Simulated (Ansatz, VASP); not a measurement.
**Ga in VASP and in Ansatz**

```
CELL_PARAMETERS angstrom
-1.48421 1.48421 1.48421
1.48421 -1.48421 1.48421
1.48421 1.48421 -1.48421
ATOMIC_POSITIONS crystal
Ga 0.00000 0.00000 0.00000
```

Change from the starting cell: volume scaled by 0.68, LAPW.

Alike in both runs: task single point; functional PBE; k mesh 16 × 16 × 16; occupations fermi-dirac, width 0.08 eV; no spin polarisation.

|  | VASP | Ansatz |
| --- | --- | --- |
| version | VASP 6.6.1 | Ansatz 0.2.0 |
| potentials or method | VASP PAW PBE potentials, release 64 (Ga_d), cutoff 520 eV | all-electron LAPW, scalar-relativistic |

VASP gave:

```
pressure (GPa) : 47.2
```

Question: Which values does Ansatz return?

Answer: Pressure (GPa): 46.9.

Both programs put the cell under a high pressure, so it lies far from rest at this level. Ansatz ran all-electron here, and VASP with PAW potentials.
